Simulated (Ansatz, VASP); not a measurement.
**In in VASP and in Ansatz**

```
In
1.0
    -3.00327    3.00327    1.59458
     3.00327   -3.00327    1.59458
     3.00327    3.00327   -1.59458
In
2
Direct
  0.62500 0.87500 0.75000
  0.37500 0.12500 0.25000
```

Alike in both runs: functional PBE; k mesh 13 × 13 × 13; occupations fermi-dirac, width 0.05 eV; no spin polarisation.

Ansatz relaxed the structure, and its values are those at the end. VASP's run is a single point on that final structure, the one shown.

|  | VASP | Ansatz |
| --- | --- | --- |
| version | VASP 6.6.1 | Ansatz 0.2.0 |
| potentials or method | VASP PAW PBE potentials, release 64 (In_d) | PAW with Ansatz's default frozen-core files, scalar-relativistic |
| plane-wave cutoff (eV) | 520 | 420 |
| valence electrons in the cell | 26 | 26 |

|  | VASP | Ansatz | Ansatz less VASP |
| --- | --- | --- | --- |
| pressure (GPa) | 0.0 | 0.0 | +0.04 |
